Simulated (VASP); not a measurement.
# B27As26N (a cell with a defect) in VASP: electric field gradients with PBE

Aim: the electric field gradients of B27As26N (a cell with a defect) with PBE.

Program: VASP 6.6.1. These are calculated values, not measurements. Logs are shortened: lines on timing, memory, paths and dates and some standing lists are left out, and cuts for length are marked.

## (1) The cell of the first run

The cell holds a defect, 54 atoms: a = 10.134 Å, b = 10.134 Å, c = 10.134 Å, α = 60.00°, β = 60.00°, γ = 60.00°.

## (2) Electric field gradients, PBE

The input, INCAR:

```
PREC = Accurate
ENCUT = 520
EDIFF = 1E-8
ISMEAR = -1
SIGMA = 0.01
LREAL = Auto
LASPH = T
NELM = 60
ALGO = Normal
ISIF = 2
LWAVE = F
LCHARG = F
GGA = PE
LEFG = T
NBANDS = 141
```

The input, KPOINTS:

```
Automatic mesh
0
Gamma
  2 2 2
```

The input, POSCAR:

```
B27As26N
1.0
    0.0000000000      7.1655000000      7.1655000000
    7.1655000000      0.0000000000      7.1655000000
    7.1655000000      7.1655000000      0.0000000000
B N As
27 1 26
Direct
    0.0000000000      0.0000000000      0.0000000000
    0.0000000000      0.0000000000      0.3333333333
    0.0000000000      0.0000000000      0.6666666667
    0.0000000000      0.3333333333      0.0000000000
    0.0000000000      0.3333333333      0.3333333333
    0.0000000000      0.3333333333      0.6666666667
    0.0000000000      0.6666666667      0.0000000000
    0.0000000000      0.6666666667      0.3333333333
    0.0000000000      0.6666666667      0.6666666667
    0.3333333333      0.0000000000      0.0000000000
    0.3333333333      0.0000000000      0.3333333333
    0.3333333333      0.0000000000      0.6666666667
    0.3333333333      0.3333333333      0.0000000000
    0.3333333333      0.3333333333      0.3333333333
    0.3333333333      0.3333333333      0.6666666667
    0.3333333333      0.6666666667      0.0000000000
    0.3333333333      0.6666666667      0.3333333333
    0.3333333333      0.6666666667      0.6666666667
    0.6666666667      0.0000000000      0.0000000000
    0.6666666667      0.0000000000      0.3333333333
    0.6666666667      0.0000000000      0.6666666667
    0.6666666667      0.3333333333      0.0000000000
    0.6666666667      0.3333333333      0.3333333333
    0.6666666667      0.3333333333      0.6666666667
    0.6666666667      0.6666666667      0.0000000000
    0.6666666667      0.6666666667      0.3333333333
    0.6666666667      0.6666666667      0.6666666667
    0.0833333333      0.0833333333      0.0833333333
    0.0833333333      0.0833333333      0.4166666667
    0.0833333333      0.0833333333      0.7500000000
    0.0833333333      0.4166666667      0.0833333333
    0.0833333333      0.4166666667      0.4166666667
    0.0833333333      0.4166666667      0.7500000000
    0.0833333333      0.7500000000      0.0833333333
    0.0833333333      0.7500000000      0.4166666667
    0.0833333333      0.7500000000      0.7500000000
    0.4166666667      0.0833333333      0.0833333333
    0.4166666667      0.0833333333      0.4166666667
    0.4166666667      0.0833333333      0.7500000000
    0.4166666667      0.4166666667      0.0833333333
    0.4166666667      0.4166666667      0.4166666667
    0.4166666667      0.4166666667      0.7500000000
    0.4166666667      0.7500000000      0.0833333333
    0.4166666667      0.7500000000      0.4166666667
    0.4166666667      0.7500000000      0.7500000000
    0.7500000000      0.0833333333      0.0833333333
    0.7500000000      0.0833333333      0.4166666667
    0.7500000000      0.0833333333      0.7500000000
    0.7500000000      0.4166666667      0.0833333333
    0.7500000000      0.4166666667      0.4166666667
    0.7500000000      0.4166666667      0.7500000000
    0.7500000000      0.7500000000      0.0833333333
    0.7500000000      0.7500000000      0.4166666667
    0.7500000000      0.7500000000      0.7500000000
```

Potentials or basis: VASP PAW PBE potentials, release 64 (B, N, As).

The run is started by

```console
> cat potpaw_PBE.64/B/POTCAR potpaw_PBE.64/N/POTCAR potpaw_PBE.64/As/POTCAR > POTCAR
> mpirun -np 1 vasp_std > vasp.out
```

OUTCAR:

```text
PREC = Accurate
   ENCUT = 520
   EDIFF = 1E-8
   ISMEAR = -1
   LREAL = Auto
   LASPH = T
   NELM = 60
   ISIF = 2
   GGA = PE

 ion  position               nearest neighbor table
   1  0.000  0.000  0.000-  30 2.07  34 2.07  46 2.07
   2  0.000  0.000  0.333-  29 2.07  35 2.07  47 2.07
   3  0.000  0.000  0.667-  30 2.07  29 2.07  36 2.07  48 2.07
   4  0.000  0.333  0.000-  31 2.07  33 2.07  49 2.07
   5  0.000  0.333  0.333-  29 2.07  31 2.07  50 2.07  32 2.07
   6  0.000  0.333  0.667-  30 2.07  32 2.07  33 2.07  51 2.07
   7  0.000  0.667  0.000-  34 2.07  31 2.07  36 2.07  52 2.07
   8  0.000  0.667  0.333-  32 2.07  34 2.07  35 2.07  53 2.07
   9  0.000  0.667  0.667-  36 2.07  35 2.07  33 2.07  54 2.07
  10  0.333  0.000  0.000-  37 2.07  39 2.07  43 2.07
  11  0.333  0.000  0.333-  29 2.07  37 2.07  44 2.07  38 2.07
  12  0.333  0.000  0.667-  30 2.07  38 2.07  39 2.07  45 2.07
  13  0.333  0.333  0.000-  31 2.07  37 2.07  42 2.07  40 2.07
  14  0.333  0.333  0.333-  32 2.07  38 2.07  40 2.07  41 2.07
  15  0.333  0.333  0.667-  33 2.07  39 2.07  41 2.07  42 2.07
  16  0.333  0.667  0.000-  34 2.07  40 2.07  43 2.07  45 2.07
[... 9 lines left out ...]
  26  0.667  0.667  0.333-  44 2.07  50 2.07  52 2.07  53 2.07
  27  0.667  0.667  0.667-  54 2.07  51 2.07  53 2.07  45 2.07
  28  0.083  0.083  0.083-
  29  0.083  0.083  0.417-   2 2.07   3 2.07   5 2.07  11 2.07
  30  0.083  0.083  0.750-   3 2.07   1 2.07   6 2.07  12 2.07
  31  0.083  0.417  0.083-   4 2.07   5 2.07   7 2.07  13 2.07
  32  0.083  0.417  0.417-   6 2.07   8 2.07  14 2.07   5 2.07
  33  0.083  0.417  0.750-   4 2.07   6 2.07   9 2.07  15 2.07
  34  0.083  0.750  0.083-   7 2.07   1 2.07   8 2.07  16 2.07
[... 18 lines left out ...]
  53  0.750  0.750  0.417-   8 2.07  20 2.07  26 2.07  27 2.07
  54  0.750  0.750  0.750-  27 2.07  21 2.07  25 2.07   9 2.07

  LATTYP: Found a face centered cubic cell.
 ALAT       =    14.3310000000

  Lattice vectors:

 A1 = (   0.0000000000,   7.1655000000,   7.1655000000)
 A2 = (   7.1655000000,   0.0000000000,   7.1655000000)
 A3 = (   7.1655000000,   7.1655000000,   0.0000000000)

Analysis of symmetry for initial positions (statically):
=====================================================================
 Subroutine PRICEL returns:
 Original cell was already a primitive cell.

 Routine SETGRP: Setting up the symmetry group for a
 face centered cubic supercell.

 Subroutine GETGRP returns: Found 24 space group operations
 (whereof  6 operations were pure point group operations)
 out of a pool of 48 trial point group operations.

The static configuration has the point symmetry C_3v.
 The point group associated with its full space group is T_d .

Analysis of symmetry for dynamics (positions and initial velocities):
=====================================================================
 Subroutine PRICEL returns:
 Original cell was already a primitive cell.

 Routine SETGRP: Setting up the symmetry group for a
 face centered cubic supercell.

 Subroutine GETGRP returns: Found 24 space group operations
 (whereof  6 operations were pure point group operations)
 out of a pool of 48 trial point group operations.

The dynamic configuration has the point symmetry C_3v.
 The point group associated with its full space group is T_d .

 Subroutine INISYM returns: Found 24 space group operations
 (whereof  6 operations are pure point group operations),
 and found     1 'primitive' translations

----------------------------------------------------------------------------------------

                                     Primitive cell

  volume of cell :     735.8165

  direct lattice vectors                    reciprocal lattice vectors
     0.000000000  7.165500000  7.165500000    -0.069778801  0.069778801  0.069778801
     7.165500000  0.000000000  7.165500000     0.069778801 -0.069778801  0.069778801
[... 173 lines left out ...]
   ISIF   =      2    stress and relaxation
   ISYM   =      2    0-nonsym 1-usesym 2-fastsym
   POTIM  = 0.5000    time-step for ionic-motion
   TEBEG  =    0.0;   TEEND  =   0.0 temperature during run
   PSTRESS=    0.0 pullay stress
   NELECT =     216.0000    total number of electrons
   NUPDOWN=      -1.0000    fix difference up-down
   EMIN   =  10.00;   EMAX   =-10.00  energy-range for DOS
   EFERMI =   0.00;   METHOD = LEGACY
   ISMEAR =    -1;   SIGMA  =   0.01  broadening in eV -4-tet -1-fermi 0-gaus
   EFERMI_NEDOS =   21; number of points for ismear=-14 and -15
   IALGO  =     38    algorithm
   IMIX   =      4    mixing-type and parameters
     AMIX     =   0.40;   BMIX     =  1.00
     AMIX_MAG =   1.60;   BMIX_MAG =  1.00
  volume/ion in A,a.u.               =      13.63        91.95
  Fermi-wavevector in a.u.,A,eV,Ry     =   1.088018  2.056057 16.106360  1.183784
  Thomas-Fermi vector in A             =   2.224191
   LORBIT       =      0    0 simple, 1 ext, 2 COOP (PROOUT), +10 PAW based schemes
   GGA     = PE    functional components
   LHFCALC =     F    Hartree Fock is set to
   AEXX    =    0.0000 exact exchange contribution
   IVDW    =     0    specifies the selected vdW correction
   LEPSILON=     F    determine dielectric tensor
   LRPA    =     F    only Hartree local field effects (RPA)
 non-spin polarized calculation
  energy-cutoff  :      520.00
  volume of cell :      735.82
 maximum number of plane-waves:     19902
 NGX is ok and might be reduce to    80
   NGX = 37   NGY = 37   NGZ = 37

 number of electron     215.9999999 magnetization

 Free energy of the ion-electron system (eV)
  ---------------------------------------------------
  ext. energy  EPLUGINS =         0.00000000
  ---------------------------------------------------
  free energy    TOTEN  =      -308.06026657 eV

  energy without entropy =     -308.06026657  energy(sigma->0) =     -308.06026657

 E-fermi :   6.1597     XC(G=0): -10.5290

 val. band max:        5.9014766906   @ k =   0.0000   0.0000   0.0000
 cond. band min:       6.5683138266   @ k =   0.0000   0.0000   0.0000
 fundamental gap:      0.6668371360
 Fermi energy:         6.1596717812

 k-point     1 :       0.0000    0.0000    0.0000
  band No.  band energies     occupation
      1      -9.4200      2.00000
      2      -7.8822      2.00000
      3      -7.7433      2.00000
      4      -7.7358      2.00000
      5      -7.7358      2.00000
      6      -7.7358      2.00000
[... 358 lines left out ...]
    119       9.0140      0.00000
    120       9.0325      0.00000
 [bands above 120 left out]

------------------------ aborting loop because EDIFF is reached ----------------------------------------

  FORCE on cell =-STRESS in cart. coord.  units (eV):
  Direction    XX          YY          ZZ          XY          YZ          ZX
  --------------------------------------------------------------------------------------
  -------------------------------------------------------------------------------------
  Total        5.7364523      5.7364523      5.7364523      0.0000000     -0.0000000     -0.0000000
  in kB       12.4906338     12.4906338     12.4906338      0.0000000     -0.0000000     -0.0000000
  external PRESSURE =      12.4906338 kB  Pullay stress =       0.0000000 kB

 VOLUME and BASIS-vectors are now :
 -----------------------------------------------------------------------------
  energy-cutoff  :      520.00
  volume of cell :      735.82
      direct lattice vectors                 reciprocal lattice vectors
     0.000000000  7.165500000  7.165500000    -0.069778801  0.069778801  0.069778801
     7.165500000  0.000000000  7.165500000     0.069778801 -0.069778801  0.069778801
     7.165500000  7.165500000  0.000000000     0.069778801  0.069778801 -0.069778801

 POSITION                                       TOTAL-FORCE (eV/Angst)
 -----------------------------------------------------------------------------------
      0.00000      0.00000      0.00000         1.267175      1.267175      1.267175
      2.38850      2.38850      0.00000        -1.267175     -1.267175      1.267175
      4.77700      4.77700      0.00000         0.000000      0.000000     -0.120550
      2.38850      0.00000      2.38850        -1.267175      1.267175     -1.267175
      4.77700      2.38850      2.38850         0.030293      0.010916      0.010916
      7.16550      4.77700      2.38850        -0.010916     -0.030293      0.010916
[... 46 lines left out ...]
      8.35975      8.35975     10.74825         0.000000      0.000000      0.017676
     10.74825     10.74825     10.74825        -0.008500     -0.008500     -0.008500
 -----------------------------------------------------------------------------------
    total drift:                               -0.000004     -0.000004     -0.000004

  FREE ENERGIE OF THE ION-ELECTRON SYSTEM (eV)
  ---------------------------------------------------
  free  energy   TOTEN  =      -308.0602665740 eV

  energy  without entropy=     -308.0602665740  energy(sigma->0) =     -308.06026657

 Electric field gradients (V/A^2)
---------------------------------------------------------------------
 ion       V_xx      V_yy      V_zz      V_xy      V_xz      V_yz
---------------------------------------------------------------------
   1       0.000     0.000    -0.000     7.447     7.447     7.447
   2      -0.000    -0.000     0.000     7.447    -7.447    -7.447
   3       0.009     0.009    -0.017     0.416    -0.000    -0.000
   4      -0.000     0.000    -0.000    -7.447     7.447    -7.447
   5      -0.035     0.017     0.017    -0.053    -0.053    -0.029
   6       0.017    -0.035     0.017    -0.053     0.029     0.053
[... 46 lines left out ...]
  53      -0.072    -0.072     0.144     1.407    -0.000    -0.000
  54      -0.000    -0.000    -0.000    -0.449    -0.449    -0.449
---------------------------------------------------------------------

 Electric field gradients after diagonalization (V/A^2)
 (convention: |V_zz| > |V_xx| > |V_yy|)
----------------------------------------------------------------------
 ion       V_xx      V_yy      V_zz     asymmetry (V_yy - V_xx)/ V_zz
----------------------------------------------------------------------
   1      -7.447    -7.447    14.895       0.000
   2      -7.447    -7.447    14.895       0.000
   3      -0.407    -0.017     0.425       0.918
   4      -7.447    -7.447    14.895       0.000
   5       0.053     0.047    -0.099       0.062
   6       0.053     0.047    -0.099       0.063
[... 46 lines left out ...]
  53       1.336     0.144    -1.479       0.806
  54       0.449     0.449    -0.899       0.000
----------------------------------------------------------------------

           NMR quadrupolar parameters

 Cq : quadrupolar parameter    Cq=e*Q*V_zz/h
 eta: asymmetry parameters     (V_yy - V_xx)/ V_zz
 Q  : nuclear electric quadrupole moment in mb (millibarn)
----------------------------------------------------------------------
 ion       Cq(MHz)       eta       Q (mb)
----------------------------------------------------------------------
   1       0.036       0.000       1.000
   2       0.036       0.000       1.000
   3       0.001       0.918       1.000
   4       0.036       0.000       1.000
   5      -0.000       0.062       1.000
   6      -0.000       0.063       1.000
[... 46 lines left out ...]
  53      -0.004       0.806       1.000
  54      -0.002       0.000       1.000
----------------------------------------------------------------------
```

It took 20 min on 1 thread of Intel Xeon Platinum 8259CL at 2.50GHz (Skylake/Cascade Lake), shared host; peak memory 1.1 GiB.

Results:

| Property | Result |
| --- | --- |
| Free energy | -308.0603 eV |
| Pressure | 1.2 GPa |
| Largest force | 2.195 eV/Å |
| Band gap on the k mesh | 0.67 eV |
| Largest electric field gradient by atom | B +14.9, +0.4, -0.1, -0.0, +0.2 (each value once); N -0.0; As +7.7, +0.9, -0.9, -1.5 (each value once) V/Å² |

Forces on the atoms (eV/Å):
```
B    1.267  1.267  1.267
B   -1.267 -1.267  1.267
B    0.000  0.000 -0.121
B   -1.267  1.267 -1.267
B    0.030  0.011  0.011
B   -0.011 -0.030  0.011
B    0.000 -0.121  0.000
B   -0.011  0.011 -0.030
B    0.121  0.000  0.000
B    1.267 -1.267 -1.267
B    0.011  0.030  0.011
B   -0.030 -0.011  0.011
B    0.011  0.011  0.030
B    0.000  0.000  0.000
B   -0.011 -0.011  0.030
B   -0.030  0.011 -0.011
B   -0.011  0.030 -0.011
B   -0.009  0.009  0.009
B   -0.121  0.000  0.000
B    0.011 -0.011 -0.030
B    0.000  0.121  0.000
B    0.011 -0.030 -0.011
B    0.030 -0.011 -0.011
B    0.009 -0.009  0.009
B    0.000  0.000  0.121
B    0.009  0.009 -0.009
B   -0.009 -0.009 -0.009
N    0.000  0.000  0.000
As  -0.231 -0.231  0.196
As   0.231  0.231  0.196
As  -0.231  0.196 -0.231
As   0.009 -0.009 -0.009
As  -0.196  0.231 -0.231
As   0.231  0.196  0.231
As  -0.196 -0.231  0.231
As  -0.009  0.009  0.009
As   0.196 -0.231 -0.231
As  -0.009  0.009 -0.009
As   0.231 -0.196 -0.231
As  -0.009 -0.009  0.009
As   0.009  0.009  0.009
As   0.000  0.000 -0.018
As   0.231 -0.231 -0.196
As   0.000 -0.018  0.000
As   0.018  0.000  0.000
As   0.196  0.231  0.231
As  -0.231 -0.196  0.231
As   0.009 -0.009  0.009
As  -0.231  0.231 -0.196
As  -0.018  0.000  0.000
As   0.000  0.018  0.000
As   0.009  0.009 -0.009
As   0.000  0.000  0.018
As  -0.009 -0.009 -0.009
```

Electric field gradients, principal values (V/Å²):
```tsv
atom	least	middle	greatest (by size)
1 B	-7.447	-7.447	14.895
2 B	-7.447	-7.447	14.895
3 B	-0.017	-0.407	0.425
4 B	-7.447	-7.447	14.895
5 B	0.047	0.053	-0.099
6 B	0.047	0.053	-0.099
7 B	-0.017	-0.407	0.425
8 B	0.047	0.053	-0.099
9 B	-0.017	-0.407	0.425
10 B	-7.447	-7.447	14.895
11 B	0.047	0.053	-0.099
12 B	0.047	0.053	-0.099
13 B	0.047	0.053	-0.099
14 B	0.000	0.000	0.000
15 B	0.047	0.053	-0.099
16 B	0.047	0.053	-0.099
17 B	0.047	0.053	-0.099
18 B	-0.101	-0.101	0.203
19 B	-0.017	-0.407	0.425
20 B	0.047	0.053	-0.099
21 B	-0.017	-0.407	0.425
22 B	0.047	0.053	-0.099
23 B	0.047	0.053	-0.099
24 B	-0.101	-0.101	0.203
25 B	-0.017	-0.407	0.425
26 B	-0.101	-0.101	0.203
27 B	-0.101	-0.101	0.203
28 N	0.000	0.000	0.000
29 As	-1.074	-6.632	7.706
30 As	-1.074	-6.631	7.705
31 As	-1.074	-6.632	7.706
32 As	-0.433	-0.433	0.867
33 As	-1.074	-6.631	7.705
34 As	-1.074	-6.631	7.705
35 As	-1.074	-6.631	7.705
36 As	0.448	0.450	-0.898
37 As	-1.074	-6.632	7.706
38 As	-0.433	-0.433	0.867
39 As	-1.074	-6.631	7.705
40 As	-0.433	-0.433	0.867
41 As	-0.433	-0.433	0.866
42 As	0.144	1.336	-1.480
43 As	-1.074	-6.631	7.705
44 As	0.144	1.336	-1.480
45 As	0.144	1.336	-1.479
46 As	-1.074	-6.631	7.705
47 As	-1.074	-6.631	7.705
48 As	0.448	0.450	-0.898
49 As	-1.074	-6.631	7.705
50 As	0.144	1.336	-1.480
51 As	0.144	1.336	-1.479
52 As	0.448	0.450	-0.898
53 As	0.144	1.336	-1.479
54 As	0.449	0.449	-0.899
```

Caveat: without QUAD_EFG the Cq values of the log hold for a quadrupole moment of 1 mb, not for the nuclei.
